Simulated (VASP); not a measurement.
# Ga (Cmce) in VASP: notebook

Runs on Ga. Level: r2SCAN. Tasks: single point.

Everything below comes from runs of VASP 6.6.1. Logs are shortened: lines on timing, memory, paths and dates and some standing lists are left out, and cuts for length are marked.

## Step 1: The cell of the first run

The structure is orthorhombic, space group Cmce (No. 64). The conventional cell has a = 4.464 Å, b = 7.586 Å, c = 4.535 Å, α = 90.00°, β = 90.00°, γ = 90.00°. Ga (site symmetry m) has 7 Ga at 2.49 to 2.76 Å within 3.3 Å.

## Step 2: Single point, r2SCAN

POSCAR reads:

```
Ga
1.0
    2.2318501700     -3.7932285796      0.0000000000
    2.2318501700      3.7932285796      0.0000000000
    0.0000000000      0.0000000000      4.5346411306
Ga
4
Direct
    0.8442341977      0.1557658023      0.0855794111
    0.6557658023      0.3442341977      0.5855794111
    0.1557658023      0.8442341977      0.9144205889
    0.3442341977      0.6557658023      0.4144205889
```

INCAR.step1 reads:

```
ALGO     = Normal         # electronic algorithm
EDIFF    = 1E-4           # SCF threshold, eV
ENCUT    = 520            # plane-wave cutoff, eV
GGA      = PE             # functional
ISMEAR   = -1             # smearing method
LASPH    = True           # aspherical terms in the spheres
LCHARG   = False          # write CHGCAR
LREAL    = False          # projectors in reciprocal space
LWAVE    = True           # write WAVECAR
NBANDS   = 34             # bands
NELM     = 60             # most SCF steps
PREC     = Accurate       # precision mode
SIGMA    = 0.1            # smearing width, eV
```

INCAR.step2 reads:

```
ALGO     = Normal         # electronic algorithm
EDIFF    = 1E-6           # SCF threshold, eV
ENCUT    = 520            # plane-wave cutoff, eV
ISIF     = 2              # what is computed and relaxed
ISMEAR   = -1             # smearing method
ISTART   = 1            
LASPH    = True           # aspherical terms in the spheres
LCHARG   = True           # write CHGCAR
LELF     = True           # ELF
LMIXTAU  = True         
LREAL    = False          # projectors in reciprocal space
LVHAR    = True         
LWAVE    = False          # write WAVECAR
METAGGA  = R2SCAN         # meta-GGA
NBANDS   = 34             # bands
NELM     = 60             # most SCF steps
PREC     = Accurate       # precision mode
SIGMA    = 0.1            # smearing width, eV
```

KPOINTS reads:

```
k-points
0
Gamma
  8 8 7
```

Potentials or basis: VASP PAW PBE potentials, release 64 (Ga_d).

Launch:

```
$ cat potpaw_PBE.64/Ga_d/POTCAR > POTCAR
$ cp INCAR.step1 INCAR
$ mpirun -np 1 vasp_std > vasp.out
$ cp INCAR.step2 INCAR
$ mpirun -np 1 vasp_std > vasp.out
```

OUTCAR:

```text
EDIFF = 1E-6
   ENCUT = 520
   ISIF = 2
   ISMEAR = -1
   ISTART = 1
   LASPH = True
   LREAL = False
   METAGGA = R2SCAN
   NELM = 60
   PREC = Accurate

 ion  position               nearest neighbor table
   1  0.844  0.156  0.086-   3 2.49   2 2.68   2 2.68   4 2.68   4 2.68   3 2.76   3 2.76
   2  0.656  0.344  0.586-   4 2.49   1 2.68   1 2.68   3 2.68   3 2.68   4 2.76   4 2.76
   3  0.156  0.844  0.914-   1 2.49   4 2.68   4 2.68   2 2.68   2 2.68   1 2.76   1 2.76
   4  0.344  0.656  0.414-   2 2.49   3 2.68   3 2.68   1 2.68   1 2.68   2 2.76   2 2.76

  LATTYP: Found a base centered orthorhombic cell.
 ALAT       =     4.4637003400
 B/A-ratio  =     1.6995892603
 C/A-ratio  =     1.0158928210

  Lattice vectors:

 A1 = (   2.2318501700,  -3.7932285796,   0.0000000000)
 A2 = (   2.2318501700,   3.7932285796,   0.0000000000)
 A3 = (   0.0000000000,   0.0000000000,   4.5346411306)

Analysis of symmetry for initial positions (statically):
=====================================================================
 Subroutine PRICEL returns:
 Original cell was already a primitive cell.

 Routine SETGRP: Setting up the symmetry group for a
 base centered orthorhombic supercell.

 Subroutine GETGRP returns: Found  8 space group operations
 (whereof  4 operations were pure point group operations)
 out of a pool of  8 trial point group operations.

The static configuration has the point symmetry C_2h.
 The point group associated with its full space group is D_2h.

Analysis of symmetry for dynamics (positions and initial velocities):
=====================================================================
 Subroutine PRICEL returns:
 Original cell was already a primitive cell.

 Routine SETGRP: Setting up the symmetry group for a
 base centered orthorhombic supercell.

 Subroutine GETGRP returns: Found  8 space group operations
 (whereof  4 operations were pure point group operations)
 out of a pool of  8 trial point group operations.

The dynamic configuration has the point symmetry C_2h.
 The point group associated with its full space group is D_2h.

 Subroutine INISYM returns: Found  8 space group operations
 (whereof  4 operations are pure point group operations),
 and found     1 'primitive' translations

----------------------------------------------------------------------------------------

                                     Primitive cell

  volume of cell :      76.7798

  direct lattice vectors                    reciprocal lattice vectors
     2.231850170 -3.793228580  0.000000000     0.224029376 -0.131813833  0.000000000
     2.231850170  3.793228580  0.000000000     0.224029376  0.131813833  0.000000000
     0.000000000  0.000000000  4.534641131     0.000000000  0.000000000  0.220524617

  length of vectors
     4.401106479  4.401106479  4.534641131     0.259930852  0.259930852  0.220524617

  position of ions in fractional coordinates (direct lattice)
     0.844234198  0.155765802  0.085579411
     0.655765802  0.344234198  0.585579411
     0.155765802  0.844234198  0.914420589
     0.344234198  0.655765802  0.414420589

  ion indices of the primitive-cell ions
   primitive index   ion index
                 1           1
                 2           2
                 3           3
                 4           4

----------------------------------------------------------------------------------------

 KPOINTS: k-points

Automatic generation of k-mesh.
 Grid dimensions read from file:
 generate k-points for:    8    8    7

 Generating k-lattice:

  Cartesian coordinates                     Fractional coordinates (reciprocal lattice)
     0.028003672 -0.016476729  0.000000000     0.125000000 -0.000000000  0.000000000
     0.028003672  0.016476729  0.000000000    -0.000000000  0.125000000  0.000000000
     0.000000000  0.000000000  0.031503517     0.000000000  0.000000000  0.142857143

  Length of vectors
     0.032491356  0.032491356  0.031503517

  Shift w.r.t. Gamma in fractional coordinates (k-lattice)
     0.000000000  0.000000000  0.000000000

 Subroutine IBZKPT returns following result:
 ===========================================

 Found     84 irreducible k-points:

 Following reciprocal coordinates:
            Coordinates               Weight
  0.000000  0.000000  0.000000      1.000000
  0.125000  0.000000  0.000000      4.000000
  0.250000  0.000000  0.000000      4.000000
  0.375000 -0.000000  0.000000      4.000000
  0.500000  0.000000  0.000000      2.000000
  0.125000  0.125000  0.000000      2.000000
[... 16 lines left out ...]
  0.125000  0.000000  0.142857      8.000000
  0.250000  0.000000  0.142857      8.000000
 [... further k-points ...]
   k-points           NKPTS =     84   k-points in BZ     NKDIM =     84   number of bands    NBANDS=     34
   number of dos      NEDOS =    301   number of ions     NIONS =      4
   total plane-waves  NPLWV =  46656
   dimension x,y,z NGX =    36 NGY =   36 NGZ =   36
   dimension x,y,z NGXF=    72 NGYF=   72 NGZF=   72
   ions per type =               4
   NGX,Y,Z   is equivalent  to a cutoff of  13.60, 13.60, 13.20 a.u.
   NGXF,Y,Z  is equivalent  to a cutoff of  27.20, 27.20, 26.40 a.u.
 SYSTEM =  unknown system
   PREC   = accura    normal or accurate (medium, high low for compatibility)
   ISTART =      1    job   : 0-new  1-cont  2-samecut
   ICHARG =      0    charge: 1-file 2-atom 10-const
   ISPIN  =      1    spin polarized calculation?
   LNONCOLLINEAR =      F non collinear calculations
   LSORBIT =      F    spin-orbit coupling
   LASPH  =      T    aspherical Exc in radial PAW
   ENCUT  =  520.0 eV  38.22 Ry    6.18 a.u.   8.18  8.18  8.43*2*pi/ulx,y,z
   NELM   =     60;   NELMIN=  2; NELMDL=  0     # of ELM steps
   EDIFF  = 0.1E-05   stopping-criterion for ELM
   LREAL  =      F    real-space projection
   EDIFFG = 0.1E-04   stopping-criterion for IOM
   NSW    =      0    number of steps for IOM
   IBRION =     -1    ionic relax: 0-MD 1-quasi-New 2-CG
   NFREE  =      0    steps in history (QN), initial steepest desc. (CG)
   ISIF   =      2    stress and relaxation
   ISYM   =      2    0-nonsym 1-usesym 2-fastsym
   POTIM  = 0.5000    time-step for ionic-motion
   TEBEG  =    0.0;   TEEND  =   0.0 temperature during run
   PSTRESS=    0.0 pullay stress
   NELECT =      52.0000    total number of electrons
   NUPDOWN=      -1.0000    fix difference up-down
   EMIN   =  10.00;   EMAX   =-10.00  energy-range for DOS
   EFERMI =   0.00;   METHOD = LEGACY
   ISMEAR =    -1;   SIGMA  =   0.10  broadening in eV -4-tet -1-fermi 0-gaus
   EFERMI_NEDOS =   21; number of points for ismear=-14 and -15
   IALGO  =     38    algorithm
   IMIX   =      4    mixing-type and parameters
     AMIX     =   0.40;   BMIX     =  1.00
     AMIX_MAG =   1.60;   BMIX_MAG =  1.00
  volume/ion in A,a.u.               =      19.19       129.53
  Fermi-wavevector in a.u.,A,eV,Ry     =   1.437674  2.716809 28.121954  2.066905
  Thomas-Fermi vector in A             =   2.556725
   LORBIT       =      0    0 simple, 1 ext, 2 COOP (PROOUT), +10 PAW based schemes
   METAGGA = R2SCAN    functional components
   LHFCALC =     F    Hartree Fock is set to
   AEXX    =    0.0000 exact exchange contribution
   IVDW    =     0    specifies the selected vdW correction
   LEPSILON=     F    determine dielectric tensor
   LRPA    =     F    only Hartree local field effects (RPA)
 non-spin polarized calculation
  energy-cutoff  :      520.00
  volume of cell :       76.78
 maximum number of plane-waves:      2094
 NGX is ok and might be reduce to    36
   NGX = 17   NGY = 17   NGZ = 17

 number of electron      52.0000022 magnetization

 Free energy of the ion-electron system (eV)
  ---------------------------------------------------
  ext. energy  EPLUGINS =         0.00000000
  ---------------------------------------------------
  free energy    TOTEN  =       -45.77581857 eV

  energy without entropy =      -45.74870810  energy(sigma->0) =      -45.76226333

 E-fermi :   5.1148     XC(G=0): -11.7666

 val. band max:        5.1132153726   @ k =  -0.2500   0.2500   0.2857
 cond. band min:       5.1342319549   @ k =   0.2500   0.2500   0.0000
 fundamental gap:      0.0210165823
 Fermi energy:         5.1147578754

 k-point     1 :       0.0000    0.0000    0.0000
  band No.  band energies     occupation
      1     -10.6167      2.00000
      2     -10.6036      2.00000
      3     -10.5655      2.00000
      4     -10.5543      2.00000
      5     -10.5379      2.00000
      6     -10.5112      2.00000
[... 26 lines left out ...]
     33      12.2839      0.00000
     34      12.9069      0.00000

 k-point     2 :       0.1250    0.0000    0.0000
  band No.  band energies     occupation
      1     -10.6202      2.00000
      2     -10.5964      2.00000
      3     -10.5716      2.00000
      4     -10.5599      2.00000
      5     -10.5241      2.00000
      6     -10.5068      2.00000
[... 26 lines left out ...]
     33      12.2405      0.00000
     34      13.1873      0.00000

 k-point     3 :       0.2500    0.0000    0.0000
  band No.  band energies     occupation
      1     -10.6220      2.00000
      2     -10.5849      2.00000
      3     -10.5820      2.00000
      4     -10.5663      2.00000
      5     -10.5128      2.00000
      6     -10.4841      2.00000
[... 26 lines left out ...]
     33      11.5943      0.00000
     34      12.7967      0.00000

 k-point     4 :       0.3750   -0.0000    0.0000
  band No.  band energies     occupation
      1     -10.6192      2.00000
      2     -10.5921      2.00000
      3     -10.5829      2.00000
      4     -10.5493      2.00000
      5     -10.5249      2.00000
      6     -10.5177      2.00000
[... 26 lines left out ...]
     33      11.4568      0.00000
     34      13.1579      0.00000

 k-point     5 :       0.5000    0.0000    0.0000
  band No.  band energies     occupation
      1     -10.6096      2.00000
      2     -10.6096      2.00000
      3     -10.5624      2.00000
      4     -10.5624      2.00000
      5     -10.5233      2.00000
      6     -10.5233      2.00000
[... 621 lines left out ...]
 k-point    22 :       0.0000    0.0000    0.1429
  band No.  band energies     occupation
      1     -10.6118      2.00000
      2     -10.6056      2.00000
      3     -10.5644      2.00000
      4     -10.5597      2.00000
      5     -10.5371      2.00000
      6     -10.5038      2.00000
[... 26 lines left out ...]
     33      12.1451      0.00000
     34      12.1566      0.00000

 k-point    23 :       0.1250    0.0000    0.1429
  band No.  band energies     occupation
      1     -10.6217      2.00000
      2     -10.5953      2.00000
      3     -10.5712      2.00000
      4     -10.5629      2.00000
      5     -10.5250      2.00000
      6     -10.4980      2.00000
[... 26 lines left out ...]
     33      11.2466      0.00000
     34      12.8565      0.00000

 k-point    24 :       0.2500    0.0000    0.1429
  band No.  band energies     occupation
      1     -10.6228      2.00000
      2     -10.6014      2.00000
      3     -10.5796      2.00000
      4     -10.5523      2.00000
      5     -10.5167      2.00000
      6     -10.4943      2.00000
[... 26 lines left out ...]
     33      11.3872      0.00000
     34      13.7721      0.00000

 [... further k-points ...]
[... 5 lines left out ...]
  --------------------------------------------------------------------------------------
  -------------------------------------------------------------------------------------
  Total        0.0860160      0.0881959      0.0399839      0.0000000      0.0000000      0.0000000
  in kB        1.7949115      1.8404001      0.8343513      0.0000000      0.0000000      0.0000000
  external PRESSURE =       1.4898876 kB  Pullay stress =       0.0000000 kB

 VOLUME and BASIS-vectors are now :
 -----------------------------------------------------------------------------
  energy-cutoff  :      520.00
  volume of cell :       76.78
      direct lattice vectors                 reciprocal lattice vectors
     2.231850170 -3.793228580  0.000000000     0.224029376 -0.131813833  0.000000000
     2.231850170  3.793228580  0.000000000     0.224029376  0.131813833  0.000000000
     0.000000000  0.000000000  4.534641131     0.000000000  0.000000000  0.220524617

 POSITION                                       TOTAL-FORCE (eV/Angst)
 -----------------------------------------------------------------------------------
      2.23185     -2.61152      0.38807         0.000000     -0.006376      0.008366
      2.23185     -1.18171      2.65539         0.000000      0.006376      0.008366
      2.23185      2.61152      4.14657         0.000000      0.006376     -0.008366
      2.23185      1.18171      1.87925         0.000000     -0.006376     -0.008366
 -----------------------------------------------------------------------------------
    total drift:                               -0.000000     -0.000000      0.000000

  FREE ENERGIE OF THE ION-ELECTRON SYSTEM (eV)
  ---------------------------------------------------
  free  energy   TOTEN  =       -45.7758185687 eV

  energy  without entropy=      -45.7487080973  energy(sigma->0) =      -45.76226333
```

It took 4.8 min on 1 thread of Intel Xeon 6975P-C (Granite Rapids), shared host; peak memory 0.31 GiB.

What came out:

- Free energy: -45.7758 eV
- Pressure: 0.1 GPa
- Largest force: 0.011 eV/Å
- Band gap on the k mesh: zero (bands 26 and 27 overlap by 1.05 eV)

Forces in eV/Å, atoms in the order of the input:
```
Ga   0.000 -0.006  0.008
Ga   0.000  0.006  0.008
Ga   0.000  0.006 -0.008
Ga   0.000 -0.006 -0.008
```

Stress tensor (GPa, compression positive):
```
0.18 0.00 0.00
0.00 0.18 0.00
0.00 0.00 0.08
```

Caveat: the PAW data sets were made with another functional, which shifts forces and pressure a little.

## Step 3: Single point, r2SCAN

POSCAR is that of step 2.

INCAR.step1 reads:

```
SYSTEM = Ga
  PREC = Accurate
  ENCUT = 520
  ISMEAR = -1
  SIGMA = 0.01
  LREAL = .FALSE.
  LASPH = .TRUE.
  NELM = 80
  NBANDS = 34
  GGA = PE
  ALGO = Normal
  EDIFF = 1E-4
  LWAVE = .TRUE.
  LCHARG = .FALSE.
```

INCAR.step2 reads:

```
SYSTEM = Ga
  PREC = Accurate
  ENCUT = 520
  EDIFF = 1E-6
  ISMEAR = -1
  SIGMA = 0.01
  LREAL = .FALSE.
  LASPH = .TRUE.
  NELM = 80
  ALGO = Normal
  ISIF = 2
  LWAVE = .FALSE.
  LCHARG = .FALSE.
  METAGGA = R2SCAN
  LMIXTAU = .TRUE.
  NBANDS = 34
  ISTART = 1
```

KPOINTS reads:

```
regular mesh
0
G
  8 8 7
  0 0 0
```

Potentials or basis: VASP PAW PBE potentials, release 64 (Ga_d).

Launch:

```
$ cat potpaw_PBE.64/Ga_d/POTCAR > POTCAR
$ cp INCAR.step1 INCAR
$ mpirun -np 1 vasp_std > vasp.out
$ cp INCAR.step2 INCAR
$ mpirun -np 1 vasp_std > vasp.out
```

It took 4.8 min on 1 thread of Intel Xeon 6975P-C (Granite Rapids), shared host; peak memory 0.31 GiB.

The run converged. Its results:

```
Free energy            : -45.7611 eV
Pressure               : 0.1 GPa
Largest force          : 0.010 eV/Å
Band gap on the k mesh : zero (bands 26 and 27 overlap by 1.05 eV)
```

Forces on the atoms (eV/Å):
```
Ga   0.000 -0.005  0.008
Ga   0.000  0.005  0.008
Ga   0.000  0.005 -0.008
Ga   0.000 -0.005 -0.008
```

Stress tensor (GPa, compression positive):
```
0.09 0.00 0.00
0.00 0.00 0.00
0.00 0.00 0.21
```

Levels at points of the mesh, in eV from the Fermi level:
```csv
k point,band 24,band 25,band 26,band 27,band 28,band 29
"(0.00, 0.00, 0.00)",-1.88,-1.51,-0.82,0.99,1.18,1.28
"(0.50, 0.00, 0.00)",-3.58,-1.62,-1.62,0.86,0.86,4.44
"(0.50, 0.50, 0.00)",-3.51,-1.89,-1.75,1.13,1.23,3.72
```

Caveat: the PAW data sets were made with another functional, which shifts forces and pressure a little.

## Step 4: Single point, r2SCAN

POSCAR is that of step 3.

INCAR.step1 reads:

```
SYSTEM = Ga
  ALGO = Normal
  EDIFF = 1E-4
  ENCUT = 520
  GGA = PE
  ISMEAR = -1
  LASPH = .True.
  LCHARG = .False.
  LREAL = .False.
  LWAVE = .True.
  NBANDS = 34
  NELM = 60
  PREC = Accurate
  SIGMA = 0.03
```

INCAR.step2 reads:

```
SYSTEM = Ga
  ALGO = Normal
  EDIFF = 1E-6
  ENCUT = 520
  ISIF = 2
  ISMEAR = -1
  ISTART = 1
  LASPH = .True.
  LCHARG = .True.
  LELF = .True.
  LMIXTAU = .True.
  LREAL = .False.
  LVHAR = .True.
  LWAVE = .False.
  METAGGA = R2SCAN
  NBANDS = 34
  NELM = 60
  PREC = Accurate
  SIGMA = 0.03
```

KPOINTS reads:

```
k-points
0
Gamma
  8 8 7
  0 0 0
```

Launch:

```
$ cat potpaw_PBE.64/Ga_d/POTCAR > POTCAR
$ cp INCAR.step1 INCAR
$ mpirun -np 1 vasp_std > vasp.out
$ cp INCAR.step2 INCAR
$ mpirun -np 1 vasp_std > vasp.out
```

It took 4.7 min on 1 thread of Intel Xeon 6975P-C (Granite Rapids), shared host; peak memory 0.31 GiB.

It converged, with:

```
Free energy            : -45.7627 eV
Pressure               : 0.1 GPa
Largest force          : 0.011 eV/Å
Band gap on the k mesh : zero (bands 26 and 27 overlap by 1.05 eV)
```

Forces on the atoms (eV/Å):
```
Ga   0.000 -0.005  0.010
Ga   0.000  0.005  0.010
Ga   0.000  0.005 -0.010
Ga   0.000 -0.005 -0.010
```

Stress tensor (GPa, compression positive):
```
0.05 0.00 0.00
0.00 0.07 0.00
0.00 0.00 0.14
```

Levels at points of the mesh, in eV from the Fermi level:
| k point | band 24 | band 25 | band 26 | band 27 | band 28 | band 29 |
| --- | --- | --- | --- | --- | --- | --- |
| (0.00, 0.00, 0.00) | -1.88 | -1.52 | -0.82 | 0.99 | 1.17 | 1.28 |
| (0.50, 0.00, 0.00) | -3.58 | -1.63 | -1.63 | 0.85 | 0.85 | 4.43 |
| (0.50, 0.50, 0.00) | -3.51 | -1.89 | -1.76 | 1.13 | 1.23 | 3.71 |

Caveat: the PAW data sets were made with another functional, which shifts forces and pressure a little.

## Step 5: Overview

```csv
smearing,gap on the mesh (eV),pressure (GPa),largest force (eV/Å)
fermi-dirac 0.1 eV,none,0.1,0.01
fermi-dirac 0.01 eV,none,0.1,0.01
fermi-dirac 0.03 eV,none,0.1,0.01
```

Alike in all rows: task single point; level r2SCAN; potentials or basis VASP PAW PBE potentials, release 64 (Ga_d); no spin polarisation; cell as given; k mesh 8 × 8 × 7; cutoff (eV) 520.

Caveats: the PAW data sets were made with another functional, which shifts forces and pressure a little.

Absolute energies hang on the potentials; compare differences alone.

The gap in the log of VASP goes by the Fermi energy; the results here count the filled bands.